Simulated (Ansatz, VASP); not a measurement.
**One calculation of PtSe, two programs**

```
Pt Se
1.0
     0.00000    2.59816    2.59816
     2.59816    0.00000    2.59816
     2.59816    2.59816    0.00000
Pt Se
1 1
Direct
  0.50000 0.50000 0.50000
  0.00000 0.00000 0.00000
```

Alike in both runs: task single point; functional PBEsol; k mesh 10 × 10 × 10; occupations gaussian, width 0.05 eV; collinear spin.

|  | VASP | Ansatz |
| --- | --- | --- |
| version | VASP 6.6.1 | Ansatz 0.2.0 |
| potentials or method | VASP PAW PBE potentials, release 64 (Pt, Se), cutoff 520 eV | scalar-relativistic, plane waves, PAW |
| valence electrons in the cell | 16 | 34 |

Ansatz gave:

- gap on the k mesh at the Fermi level (eV): none
- pressure (GPa): 1.3
- net moment per atom (μB): 0.00

Problem. What did VASP give for the same quantities?

Solution. gap on the k mesh at the Fermi level (eV): none; pressure (GPa): 1.4; net moment per atom (μB): 0.00.

VASP's potentials were made for PBE, not for PBEsol. A gap of «none» marks a metal or a gap that the smearing closes. VASP's potentials hold 16 valence electrons a cell and Ansatz's 34, so a difference there can come from the potentials and not from the codes. Ansatz's warnings: seeded moment not kept.

Neither program's run includes spin-orbit coupling.
